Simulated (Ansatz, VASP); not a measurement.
**Te: VASP beside Ansatz**

```
Te
1.0
     5.38211    0.00000    0.00000
    -2.69106    4.66105    0.00000
     0.00000    0.00000    5.98153
Te
3
Direct
  0.22047 0.00000 0.33333
  0.00000 0.22047 0.66667
  0.77953 0.77953 0.00000
```

Alike in both runs: task single point; functional BLYP; k mesh 7 × 7 × 5; occupations fermi-dirac, width 0.05 eV; no spin polarisation.

|  | VASP | Ansatz |
| --- | --- | --- |
| version | VASP 6.6.1 | Ansatz 0.2.0 |
| potentials or method | VASP PAW PBE potentials, release 64 (Te), cutoff 520 eV | plane waves (420 eV) with PAW, scalar-relativistic |
| valence electrons in the cell | 18 | 48 |

|  | VASP | Ansatz | Ansatz less VASP |
| --- | --- | --- | --- |
| pressure (GPa) | -0.8 | -0.9 | -0.11 |
| traceless stress, the component that is largest in VASP (GPa) | -0.31 | -0.35 | -0.035 |

VASP's potentials were made for PBE, not for BLYP. VASP's potentials hold 18 valence electrons a cell and Ansatz's 48, so a difference there can come from the potentials and not from the codes.

Spin-orbit coupling is off throughout.
